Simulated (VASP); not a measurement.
# SnO: single point with PBE

Crystal: SnO.

```
Sn O
1.0
     3.86826    0.00000    0.00000
     0.00000    3.86826    0.00000
     0.20265    0.00000    5.06624
Sn O
2 2
Cartesian
  0.0062 1.9341 1.1586
  2.1306 0.0000 3.9077
  1.9393 1.9341 0.0003
  -0.0051 0.0000 -0.0003
```

```json
{
  "Program": "VASP 6.6.1",
  "Task": "single point",
  "Functional": "PBE",
  "Potentials or basis": "VASP PAW PBE potentials, release 64 (Sn_d, O)",
  "Cutoff": "520 eV",
  "k mesh": "10 × 10 × 8",
  "Occupations": "gaussian, width 0.01 eV",
  "Spin": "no spin polarisation"
}
```

- Pressure: 0.3 GPa
- Largest force: 0.077 eV/Å
- Band gap on the k mesh: 0.53 eV (least direct gap 1.90 eV)

Forces in eV/Å, atoms in the order of the input:
```
Sn   0.000  0.000  0.077
Sn   0.000  0.000 -0.077
O    0.001  0.000  0.000
O   -0.001  0.000  0.000
```

Stress tensor (GPa, compression positive):
```
 0.24  0.00 -0.73
 0.00  0.26  0.00
-0.73  0.00  0.33
```

Levels at points of the mesh, in eV from the valence-band top:
| k point | band 16 | band 17 | band 18 | band 19 | band 20 | band 21 | band 22 | band 23 | band 24 | band 25 |
| --- | --- | --- | --- | --- | --- | --- | --- | --- | --- | --- |
| (0.00, 0.00, 0.00) | -5.83 | -3.16 | -2.89 | -2.89 | 0.00 | 1.90 | 4.05 | 4.91 | 4.94 | 5.40 |
| (0.50, 0.00, 0.00) | -4.61 | -4.50 | -4.46 | -2.51 | -2.15 | 2.86 | 3.21 | 5.54 | 5.73 | 5.81 |
| (0.00, 0.50, 0.00) | -4.63 | -4.48 | -4.48 | -2.34 | -2.34 | 3.04 | 3.04 | 5.67 | 5.67 | 5.92 |
| (0.50, 0.50, 0.00) | -4.76 | -2.25 | -2.25 | -1.76 | -1.76 | 0.53 | 0.53 | 4.55 | 4.55 | 6.80 |
| (0.00, 0.00, 0.50) | -3.40 | -3.21 | -2.91 | -2.90 | -1.95 | 1.71 | 3.30 | 3.34 | 3.76 | 7.44 |
| (0.50, 0.00, 0.50) | -5.00 | -4.46 | -4.45 | -1.72 | -1.35 | 2.27 | 2.67 | 5.38 | 5.74 | 6.24 |
| (0.00, 0.50, 0.50) | -5.01 | -4.46 | -4.46 | -1.54 | -1.54 | 2.47 | 2.47 | 5.56 | 5.56 | 6.38 |
| (0.50, 0.50, 0.50) | -5.09 | -2.35 | -2.35 | -2.25 | -2.25 | 2.62 | 2.62 | 3.73 | 3.73 | 5.52 |

Run time: 3.4 min on 1 thread of Intel(R) Xeon(R) 6975P-C (Granite Rapids) (shared host), peak memory 0.5 GiB.

Caveat: semilocal functionals underestimate gaps, and a narrow one can read as zero; spin-orbit coupling is left out, which moves the levels of the heavy elements. A k mesh can miss the band edges.
